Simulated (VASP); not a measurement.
Here is a VASP 6.6.1 calculation.

Contents of INCAR:

```
PREC = Accurate ; ENCUT = 520
EDIFF = 1E-6 ; ISMEAR = -1
SIGMA = 0.1 ; LREAL = F
LASPH = T ; NELM = 80
ALGO = Normal ; ISIF = 2
LWAVE = F ; LCHARG = T
GGA = PE ; LELF = T
LVHAR = T ; NBANDS = 12
```

File KPOINTS:

```
Automatic mesh
0
Gamma
  18 18 18
```

Contents of POSCAR:

```
Ta
1.0
   -1.6326414892      1.6326414892      1.6326414892
    1.6326414892     -1.6326414892      1.6326414892
    1.6326414892      1.6326414892     -1.6326414892
Ta
1
Direct
    0.0000000000      0.0000000000      0.0000000000
```

Potentials or basis: VASP PAW PBE potentials, release 64 (Ta_pv).

Launch:

```console
$ cat potpaw_PBE.64/Ta_pv/POTCAR > POTCAR
$ mpirun -np 1 vasp_std > vasp.out
```

Problem. Predict the pressure.

Solution. 10.8 GPa.
